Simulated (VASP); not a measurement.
# Cu (Im-3m) in VASP: single point with r2SCAN

Aim: the single point of Cu with r2SCAN.

Program: VASP 6.6.1. These are calculated values, not measurements. Logs are shortened: lines on timing, memory, paths and dates and some standing lists are left out, and cuts for length are marked.

### Step 1. The cell of the first run

It takes space group Im-3m (No. 229, cubic). The conventional cell has a = 2.815 Å, b = 2.815 Å, c = 2.815 Å, α = 90.00°, β = 90.00°, γ = 90.00°. Cu (site symmetry m-3m) has 14 Cu at 2.44 to 2.82 Å within 3.2 Å.

This isn't the form of Cu at room conditions, which is fcc.

### Step 2. Single point, r2SCAN

Contents of POSCAR:

```
Cu
1.0
   -1.4075456526      1.4075456526      1.4075456526
    1.4075456526     -1.4075456526      1.4075456526
    1.4075456526      1.4075456526     -1.4075456526
Cu
1
Direct
    0.0000000000      0.0000000000      0.0000000000
```

Contents of INCAR.step1:

```
SYSTEM = Cu
PREC     = Accurate       ! precision mode
ENCUT    = 900            ! plane-wave cutoff, eV
ISMEAR   = -1             ! smearing method
SIGMA    = 0.1            ! smearing width, eV
LREAL    = .FALSE.        ! projectors in reciprocal space
LASPH    = .TRUE.         ! aspherical terms in the spheres
NELM     = 120            ! most SCF steps
NBANDS   = 16             ! bands
GGA      = PE             ! functional
ALGO     = Normal         ! electronic algorithm
EDIFF    = 1E-5           ! SCF threshold, eV
LWAVE    = .TRUE.         ! write WAVECAR
LCHARG   = .FALSE.        ! write CHGCAR
GGA_COMPAT= .FALSE.
```

Contents of INCAR.step2:

```
SYSTEM = Cu
PREC     = Accurate       ! precision mode
ENCUT    = 900            ! plane-wave cutoff, eV
EDIFF    = 1E-6           ! SCF threshold, eV
ISMEAR   = -1             ! smearing method
SIGMA    = 0.1            ! smearing width, eV
LREAL    = .FALSE.        ! projectors in reciprocal space
LASPH    = .TRUE.         ! aspherical terms in the spheres
NELM     = 120            ! most SCF steps
ALGO     = Normal         ! electronic algorithm
ISIF     = 2              ! what is computed and relaxed
LWAVE    = .FALSE.        ! write WAVECAR
LCHARG   = .FALSE.        ! write CHGCAR
METAGGA  = R2SCAN         ! meta-GGA
LMIXTAU  = .TRUE.       
NBANDS   = 16             ! bands
ISTART   = 1            
GGA_COMPAT= .FALSE.
```

Contents of KPOINTS:

```
Automatic mesh
0
G
  12 12 12
  0 0 0
```

Potentials or basis: VASP PAW PBE potentials, release 64 (Cu_sv_GW).

The run is started by

```console
$ cat potpaw_PBE.64/Cu_sv_GW/POTCAR > POTCAR
$ cp INCAR.step1 INCAR
$ mpirun -np 1 vasp_std > vasp.out
$ cp INCAR.step2 INCAR
$ mpirun -np 1 vasp_std > vasp.out
```

OUTCAR:

```text
SYSTEM = Cu
   PREC = Accurate
   ENCUT = 900
   EDIFF = 1E-6
   ISMEAR = -1
   LREAL = .FALSE.
   LASPH = .TRUE.
   NELM = 120
   ISIF = 2
   METAGGA = R2SCAN
   ISTART = 1

 ion  position               nearest neighbor table
   1  0.000  0.000  0.000-

  LATTYP: Found a body centered cubic cell.
 ALAT       =     2.8150913052

  Lattice vectors:

 A1 = (  -1.4075456526,   1.4075456526,   1.4075456526)
 A2 = (   1.4075456526,  -1.4075456526,   1.4075456526)
 A3 = (   1.4075456526,   1.4075456526,  -1.4075456526)

Analysis of symmetry for initial positions (statically):
=====================================================================
 Subroutine PRICEL returns:
 Original cell was already a primitive cell.

 Routine SETGRP: Setting up the symmetry group for a
 body centered cubic supercell.

 Subroutine GETGRP returns: Found 48 space group operations
 (whereof 48 operations were pure point group operations)
 out of a pool of 48 trial point group operations.

The static configuration has the point symmetry O_h .

Analysis of symmetry for dynamics (positions and initial velocities):
=====================================================================
 Subroutine PRICEL returns:
 Original cell was already a primitive cell.

 Routine SETGRP: Setting up the symmetry group for a
 body centered cubic supercell.

 Subroutine GETGRP returns: Found 48 space group operations
 (whereof 48 operations were pure point group operations)
 out of a pool of 48 trial point group operations.

The dynamic configuration has the point symmetry O_h .

 Subroutine INISYM returns: Found 48 space group operations
 (whereof 48 operations are pure point group operations),
 and found     1 'primitive' translations

----------------------------------------------------------------------------------------

                                     Primitive cell

  volume of cell :      11.1544

  direct lattice vectors                    reciprocal lattice vectors
    -1.407545653  1.407545653  1.407545653     0.000000000  0.355228265  0.355228265
     1.407545653 -1.407545653  1.407545653     0.355228265  0.000000000  0.355228265
     1.407545653  1.407545653 -1.407545653     0.355228265  0.355228265  0.000000000

  length of vectors
     2.437940584  2.437940584  2.437940584     0.502368630  0.502368630  0.502368630

  position of ions in fractional coordinates (direct lattice)
     0.000000000  0.000000000  0.000000000

  ion indices of the primitive-cell ions
   primitive index   ion index
                 1           1

----------------------------------------------------------------------------------------

 KPOINTS: Automatic mesh

Automatic generation of k-mesh.
 Grid dimensions read from file:
 generate k-points for:   12   12   12

 Generating k-lattice:

  Cartesian coordinates                     Fractional coordinates (reciprocal lattice)
     0.000000000  0.029602355  0.029602355     0.083333333  0.000000000  0.000000000
     0.029602355  0.000000000  0.029602355     0.000000000  0.083333333  0.000000000
     0.029602355  0.029602355  0.000000000     0.000000000  0.000000000  0.083333333

  Length of vectors
     0.041864053  0.041864053  0.041864053

  Shift w.r.t. Gamma in fractional coordinates (k-lattice)
     0.000000000  0.000000000  0.000000000

 Subroutine IBZKPT returns following result:
 ===========================================

 Found     72 irreducible k-points:

 Following reciprocal coordinates:
            Coordinates               Weight
  0.000000  0.000000  0.000000      1.000000
  0.083333  0.000000  0.000000     12.000000
  0.166667  0.000000  0.000000     12.000000
  0.250000  0.000000  0.000000     12.000000
  0.333333  0.000000  0.000000     12.000000
  0.416667  0.000000  0.000000     12.000000
[... 16 lines left out ...]
  0.333333  0.083333  0.083333     24.000000
  0.416667  0.083333  0.083333     12.000000
 [... further k-points ...]
   k-points           NKPTS =     72   k-points in BZ     NKDIM =     72   number of bands    NBANDS=     16
   number of dos      NEDOS =    301   number of ions     NIONS =      1
   total plane-waves  NPLWV =  13824
   dimension x,y,z NGX =    24 NGY =   24 NGZ =   24
   dimension x,y,z NGXF=    48 NGYF=   48 NGZF=   48
   ions per type =               1
   NGX,Y,Z   is equivalent  to a cutoff of  16.37, 16.37, 16.37 a.u.
   NGXF,Y,Z  is equivalent  to a cutoff of  32.73, 32.73, 32.73 a.u.
 SYSTEM =  Cu
   PREC   = accura    normal or accurate (medium, high low for compatibility)
   ISTART =      1    job   : 0-new  1-cont  2-samecut
   ICHARG =      0    charge: 1-file 2-atom 10-const
   ISPIN  =      1    spin polarized calculation?
   LNONCOLLINEAR =      F non collinear calculations
   LSORBIT =      F    spin-orbit coupling
   LASPH  =      T    aspherical Exc in radial PAW
   ENCUT  =  900.0 eV  66.15 Ry    8.13 a.u.   5.96  5.96  5.96*2*pi/ulx,y,z
   NELM   =    120;   NELMIN=  2; NELMDL=  0     # of ELM steps
   EDIFF  = 0.1E-05   stopping-criterion for ELM
   LREAL  =      F    real-space projection
   EDIFFG = 0.1E-04   stopping-criterion for IOM
   NSW    =      0    number of steps for IOM
   IBRION =     -1    ionic relax: 0-MD 1-quasi-New 2-CG
   NFREE  =      0    steps in history (QN), initial steepest desc. (CG)
   ISIF   =      2    stress and relaxation
   ISYM   =      2    0-nonsym 1-usesym 2-fastsym
   POTIM  = 0.5000    time-step for ionic-motion
   TEBEG  =    0.0;   TEEND  =   0.0 temperature during run
   PSTRESS=    0.0 pullay stress
   NELECT =      19.0000    total number of electrons
   NUPDOWN=      -1.0000    fix difference up-down
   EMIN   =  10.00;   EMAX   =-10.00  energy-range for DOS
   EFERMI =   0.00;   METHOD = LEGACY
   ISMEAR =    -1;   SIGMA  =   0.10  broadening in eV -4-tet -1-fermi 0-gaus
   EFERMI_NEDOS =   21; number of points for ismear=-14 and -15
   IALGO  =     38    algorithm
   IMIX   =      4    mixing-type and parameters
     AMIX     =   0.40;   BMIX     =  1.00
     AMIX_MAG =   1.60;   BMIX_MAG =  1.00
  volume/ion in A,a.u.               =      11.15        75.27
  Fermi-wavevector in a.u.,A,eV,Ry     =   1.955136  3.694671 52.009020  3.822555
  Thomas-Fermi vector in A             =   2.981552
   LORBIT       =      0    0 simple, 1 ext, 2 COOP (PROOUT), +10 PAW based schemes
   METAGGA = R2SCAN    functional components
   LHFCALC =     F    Hartree Fock is set to
   AEXX    =    0.0000 exact exchange contribution
   IVDW    =     0    specifies the selected vdW correction
   LEPSILON=     F    determine dielectric tensor
   LRPA    =     F    only Hartree local field effects (RPA)
 non-spin polarized calculation
  energy-cutoff  :      900.00
  volume of cell :       11.15
 maximum number of plane-waves:       712
   NGX = 11   NGY = 11   NGZ = 11

 number of electron      19.0000009 magnetization

 Free energy of the ion-electron system (eV)
  ---------------------------------------------------
  ext. energy  EPLUGINS =         0.00000000
  ---------------------------------------------------
  free energy    TOTEN  =       -10.86248258 eV

  energy without entropy =      -10.84647506  energy(sigma->0) =      -10.85447882

 E-fermi :   8.1171     XC(G=0): -14.8973

 val. band max:        8.1129134148   @ k =   0.1667   0.1667   0.1667
 cond. band min:       8.1411479298   @ k =   0.2500   0.1667   0.0833
 fundamental gap:      0.0282345150
 Fermi energy:         8.1170637775

 k-point     1 :       0.0000    0.0000    0.0000
  band No.  band energies     occupation
      1    -108.5248      2.00000
      2     -64.2782      2.00000
      3     -64.2782      2.00000
      4     -64.2782      2.00000
      5      -2.0694      2.00000
      6       4.7084      2.00000
[... 8 lines left out ...]
     15      39.1283      0.00000
     16      39.2347      0.00000

 k-point     2 :       0.0833    0.0000    0.0000
  band No.  band energies     occupation
      1    -108.5234      2.00000
      2     -64.2876      2.00000
      3     -64.2815      2.00000
      4     -64.2781      2.00000
      5      -1.7815      2.00000
      6       4.6522      2.00000
[... 8 lines left out ...]
     15      36.9842      0.00000
     16      37.4725      0.00000

 k-point     3 :       0.1667    0.0000    0.0000
  band No.  band energies     occupation
      1    -108.5196      2.00000
      2     -64.3135      2.00000
      3     -64.2907      2.00000
      4     -64.2778      2.00000
      5      -0.9432      2.00000
      6       4.5004      2.00000
[... 8 lines left out ...]
     15      35.6863      0.00000
     16      38.0031      0.00000

 k-point     4 :       0.2500    0.0000    0.0000
  band No.  band energies     occupation
      1    -108.5144      2.00000
      2     -64.3488      2.00000
      3     -64.3032      2.00000
      4     -64.2775      2.00000
      5       0.3374      2.00000
      6       4.2970      2.00000
[... 8 lines left out ...]
     15      34.9159      0.00000
     16      39.6470      0.00000

 k-point     5 :       0.3333    0.0000    0.0000
  band No.  band energies     occupation
      1    -108.5093      2.00000
      2     -64.3838      2.00000
      3     -64.3158      2.00000
      4     -64.2772      2.00000
      5       1.6971      2.00000
      6       4.0980      2.00000
[... 8 lines left out ...]
     15      34.5242      0.00000
     16      41.9875      0.00000

 k-point     6 :       0.4167    0.0000    0.0000
  band No.  band energies     occupation
      1    -108.5055      2.00000
      2     -64.4095      2.00000
      3     -64.3249      2.00000
      4     -64.2770      2.00000
      5       2.4147      2.00000
      6       3.9551      2.00000
[... 8 lines left out ...]
     15      34.3737      0.00000
     16      44.1614      0.00000
[... 267 lines left out ...]
 k-point    21 :       0.1667    0.0833    0.0833
  band No.  band energies     occupation
      1    -108.5129      2.00000
      2     -64.3601      2.00000
      3     -64.2984      2.00000
      4     -64.2855      2.00000
      5       0.8355      2.00000
      6       4.2239      2.00000
[... 8 lines left out ...]
     15      39.5760      0.00000
     16      40.6562      0.00000

 k-point    22 :       0.2500    0.0833    0.0833
  band No.  band energies     occupation
      1    -108.5084      2.00000
      2     -64.3855      2.00000
      3     -64.3146      2.00000
      4     -64.2857      2.00000
      5       2.1430      2.00000
      6       4.0324      2.00000
[... 8 lines left out ...]
     15      38.9640      0.00000
     16      42.6799      0.00000

 k-point    23 :       0.3333    0.0833    0.0833
  band No.  band energies     occupation
      1    -108.5051      2.00000
      2     -64.4029      2.00000
      3     -64.3278      2.00000
      4     -64.2860      2.00000
      5       2.7735      2.00000
      6       3.9035      2.00000
[... 8 lines left out ...]
     15      38.6336      0.00000
     16      44.7489      0.00000

 k-point    24 :       0.4167    0.0833    0.0833
  band No.  band energies     occupation
      1    -108.5039      2.00000
      2     -64.4090      2.00000
      3     -64.3329      2.00000
      4     -64.2861      2.00000
      5       2.8643      2.00000
      6       3.8582      2.00000
[... 8 lines left out ...]
     15      38.5353      0.00000
     16      44.9329      0.00000

 [... further k-points ...]
[... 5 lines left out ...]
  --------------------------------------------------------------------------------------
  -------------------------------------------------------------------------------------
  Total        0.2709417      0.2709417      0.2709417      0.0000000      0.0000000      0.0000000
  in kB       38.9169623     38.9169623     38.9169623      0.0000000      0.0000000      0.0000000
  external PRESSURE =      38.9169623 kB  Pullay stress =       0.0000000 kB

 VOLUME and BASIS-vectors are now :
 -----------------------------------------------------------------------------
  energy-cutoff  :      900.00
  volume of cell :       11.15
      direct lattice vectors                 reciprocal lattice vectors
    -1.407545653  1.407545653  1.407545653     0.000000000  0.355228265  0.355228265
     1.407545653 -1.407545653  1.407545653     0.355228265  0.000000000  0.355228265
     1.407545653  1.407545653 -1.407545653     0.355228265  0.355228265  0.000000000

 POSITION                                       TOTAL-FORCE (eV/Angst)
 -----------------------------------------------------------------------------------
      0.00000      0.00000      0.00000         0.000000      0.000000     -0.000000
 -----------------------------------------------------------------------------------
    total drift:                                0.000000      0.000000     -0.000000

  FREE ENERGIE OF THE ION-ELECTRON SYSTEM (eV)
  ---------------------------------------------------
  free  energy   TOTEN  =       -10.8624825786 eV

  energy  without entropy=      -10.8464750597  energy(sigma->0) =      -10.85447882
```

It took 94 s on 1 thread of Intel Xeon Platinum 8375C at 2.90GHz (Ice Lake), shared host; peak memory 0.17 GiB.

Results:

```yaml
Free_energy: -10.8625 eV
Pressure: 3.9 GPa
Band_gap_on_the_k_mesh: zero (an odd number of electrons rules out a gap without spin polarisation)
```

Caveat: the cell stands under pressure; the PAW data sets were made with another functional, which shifts forces and pressure a little.

The gap in the log of VASP goes by the Fermi energy; the results here count the filled bands.